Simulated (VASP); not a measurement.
# Be (P6_3/mmc) in VASP: single point with PBE

Aim: the single point of Be with PBE.

Program: VASP 6.6.1. These are calculated values, not measurements. Logs are shortened: lines on timing, memory, paths and dates and some standing lists are left out, and cuts for length are marked.

### Step 1. The cell of the first run

The structure is hexagonal, space group P6_3/mmc (No. 194). Conventional cell: a = 2.330 Å, b = 2.330 Å, c = 3.648 Å, α = 90.00°, β = 90.00°, γ = 120.00°. Be (site symmetry -6m2) has 12 Be at 2.27 to 2.33 Å within 3.0 Å.

### Step 2. Single point, PBE (8.57 Å³/atom)

INCAR reads:

```
ALGO = Normal
EDIFF = 1E-6
ENCUT = 520
GGA = PE
ISIF = 2
ISMEAR = -1
LASPH = True
LCHARG = False
LREAL = False
LWAVE = False
NBANDS = 9
NELM = 100
PREC = Accurate
SIGMA = 0.05
```

KPOINTS reads:

```
k-points
0
Gamma
  20 20 11
```

POSCAR reads:

```
Be
1.0
    2.3297620601      0.0000000000      0.0000000000
   -1.1648810301      2.0176331288      0.0000000000
    0.0000000000      0.0000000000      3.6482856972
Be
2
Direct
    0.3333333333      0.6666666667      0.2500000000
    0.6666666667      0.3333333333      0.7500000000
```

Potentials or basis: VASP PAW PBE potentials, release 64 (Be).

Started as:

```console
> cat potpaw_PBE.64/Be/POTCAR > POTCAR
> mpirun -np 1 vasp_std > vasp.out
```

OUTCAR:

```text
EDIFF = 1E-6
   ENCUT = 520
   GGA = PE
   ISIF = 2
   ISMEAR = -1
   LASPH = True
   LREAL = False
   NELM = 100
   PREC = Accurate

 ion  position               nearest neighbor table
   1  0.333  0.667  0.250-   2 2.27   2 2.27   2 2.27   2 2.27   2 2.27   2 2.27
   2  0.667  0.333  0.750-   1 2.27   1 2.27   1 2.27   1 2.27   1 2.27   1 2.27

  LATTYP: Found a hexagonal cell.
 ALAT       =     2.3297620601
 C/A-ratio  =     1.5659477677

  Lattice vectors:

 A1 = (   2.3297620601,   0.0000000000,   0.0000000000)
 A2 = (  -1.1648810301,   2.0176331288,   0.0000000000)
 A3 = (   0.0000000000,   0.0000000000,   3.6482856972)

Analysis of symmetry for initial positions (statically):
=====================================================================
 Subroutine PRICEL returns:
 Original cell was already a primitive cell.

 Routine SETGRP: Setting up the symmetry group for a
 hexagonal supercell.

 Subroutine GETGRP returns: Found 24 space group operations
 (whereof 12 operations were pure point group operations)
 out of a pool of 24 trial point group operations.

The static configuration has the point symmetry D_3d.
 The point group associated with its full space group is D_6h.

Analysis of symmetry for dynamics (positions and initial velocities):
=====================================================================
 Subroutine PRICEL returns:
 Original cell was already a primitive cell.

 Routine SETGRP: Setting up the symmetry group for a
 hexagonal supercell.

 Subroutine GETGRP returns: Found 24 space group operations
 (whereof 12 operations were pure point group operations)
 out of a pool of 24 trial point group operations.

The dynamic configuration has the point symmetry D_3d.
 The point group associated with its full space group is D_6h.

 Subroutine INISYM returns: Found 24 space group operations
 (whereof 12 operations are pure point group operations),
 and found     1 'primitive' translations

----------------------------------------------------------------------------------------

                                     Primitive cell

  volume of cell :      17.1492

  direct lattice vectors                    reciprocal lattice vectors
     2.329762060  0.000000000  0.000000000     0.429228382  0.247815122  0.000000000
    -1.164881030  2.017633129  0.000000000     0.000000000  0.495630244  0.000000000
     0.000000000  0.000000000  3.648285697     0.000000000  0.000000000  0.274101340
[... 88 lines left out ...]
   IBRION =     -1    ionic relax: 0-MD 1-quasi-New 2-CG
   NFREE  =      0    steps in history (QN), initial steepest desc. (CG)
   ISIF   =      2    stress and relaxation
   ISYM   =      2    0-nonsym 1-usesym 2-fastsym
   POTIM  = 0.5000    time-step for ionic-motion
   TEBEG  =    0.0;   TEEND  =   0.0 temperature during run
   PSTRESS=    0.0 pullay stress
   NELECT =       4.0000    total number of electrons
   NUPDOWN=      -1.0000    fix difference up-down
   EMIN   =  10.00;   EMAX   =-10.00  energy-range for DOS
   EFERMI =   0.00;   METHOD = LEGACY
   ISMEAR =    -1;   SIGMA  =   0.05  broadening in eV -4-tet -1-fermi 0-gaus
   EFERMI_NEDOS =   21; number of points for ismear=-14 and -15
   IALGO  =     38    algorithm
   IMIX   =      4    mixing-type and parameters
     AMIX     =   0.40;   BMIX     =  1.00
     AMIX_MAG =   1.60;   BMIX_MAG =  1.00
  volume/ion in A,a.u.               =       8.57        57.86
  Fermi-wavevector in a.u.,A,eV,Ry     =   1.007737  1.904347 13.817183  1.015534
  Thomas-Fermi vector in A             =   2.140561
   LORBIT       =      0    0 simple, 1 ext, 2 COOP (PROOUT), +10 PAW based schemes
   GGA     = PE    functional components
   LHFCALC =     F    Hartree Fock is set to
   AEXX    =    0.0000 exact exchange contribution
   IVDW    =     0    specifies the selected vdW correction
   LEPSILON=     F    determine dielectric tensor
   LRPA    =     F    only Hartree local field effects (RPA)
 non-spin polarized calculation
  energy-cutoff  :      520.00
  volume of cell :       17.15
 maximum number of plane-waves:       488
 NGX is ok and might be reduce to    18
   NGX =  9   NGY =  9   NGZ = 13

 number of electron       4.0000000 magnetization

 Free energy of the ion-electron system (eV)
  ---------------------------------------------------
  ext. energy  EPLUGINS =         0.00000000
  ---------------------------------------------------
  free energy    TOTEN  =        -7.49781819 eV

  energy without entropy =       -7.49691481  energy(sigma->0) =       -7.49736650

 E-fermi :   6.3137     XC(G=0): -10.3417

 val. band max:        6.2912305066   @ k =   0.3000   0.2000   0.0000
 cond. band min:       6.3474713855   @ k =   0.3000   0.3000   0.2727
 fundamental gap:      0.0562408789
 Fermi energy:         6.3136980460

 k-point     1 :       0.0000    0.0000    0.0000
  band No.  band energies     occupation
      1      -4.5291      2.00000
      2       2.2678      2.00000
      3       7.3204      0.00000
      4      21.2759      0.00000
      5      21.2759      0.00000
      6      23.9924      0.00000
      7      23.9924      0.00000
      8      26.0713      0.00000
      9      32.1025      0.00000
[... 265 lines left out ...]
 k-point    24 :       0.2500    0.1000    0.0000
  band No.  band energies     occupation
      1      -1.8168      2.00000
      2       5.6896      1.99999
      3       7.4971      0.00000
      4      12.2169      0.00000
      5      15.0586      0.00000
      6      19.3523      0.00000
      7      20.6999      0.00000
      8      22.6035      0.00000
      9      26.3511      0.00000

 [... further k-points ...]

------------------------ aborting loop because EDIFF is reached ----------------------------------------

  FORCE on cell =-STRESS in cart. coord.  units (eV):
  Direction    XX          YY          ZZ          XY          YZ          ZX
  --------------------------------------------------------------------------------------
  -------------------------------------------------------------------------------------
  Total       -0.8891255     -0.8891255     -0.9606513      0.0000000      0.0000000     -0.0000000
  in kB      -83.0674796    -83.0674796    -89.7498510      0.0000000      0.0000000     -0.0000000
  external PRESSURE =     -85.2949368 kB  Pullay stress =       0.0000000 kB

 VOLUME and BASIS-vectors are now :
 -----------------------------------------------------------------------------
  energy-cutoff  :      520.00
  volume of cell :       17.15
      direct lattice vectors                 reciprocal lattice vectors
     2.329762060  0.000000000  0.000000000     0.429228382  0.247815122  0.000000000
    -1.164881030  2.017633129  0.000000000     0.000000000  0.495630244  0.000000000
     0.000000000  0.000000000  3.648285697     0.000000000  0.000000000  0.274101340

 POSITION                                       TOTAL-FORCE (eV/Angst)
 -----------------------------------------------------------------------------------
     -0.00000      1.34509      0.91207         0.000000      0.000000      0.000000
      1.16488      0.67254      2.73621        -0.000000      0.000000      0.000000
 -----------------------------------------------------------------------------------
    total drift:                                0.000000     -0.000000      0.000000

  FREE ENERGIE OF THE ION-ELECTRON SYSTEM (eV)
  ---------------------------------------------------
  free  energy   TOTEN  =        -7.4978181881 eV

  energy  without entropy=       -7.4969148052  energy(sigma->0) =       -7.49736650
```

stdout:

```text
POSCAR found type information on POSCAR Be
 POSCAR found :  1 types and       2 ions
 scaLAPACK will be used
 LDA part: xc-table for (Slater+PW92), standard interpolation
 POSCAR, INCAR and KPOINTS ok, starting setup
 FFT: planning ... GRIDC
 FFT: planning ... GRID_SOFT
 FFT: planning ... GRID
 WAVECAR not read
 entering main loop
```

Run time: 10 s. Hardware: 1 thread of Intel Xeon 6975P-C (Granite Rapids), shared host; peak memory 0.15 GiB.

What came out:

- Free energy: -7.4978 eV
- Pressure: -8.5 GPa
- Band gap on the k mesh: zero (bands 2 and 3 overlap by 1.36 eV)

Stress tensor (GPa, compression positive):
```
-8.31  0.00  0.00
 0.00 -8.31  0.00
 0.00  0.00 -8.97
```

Caveat: the cell stands under tension.
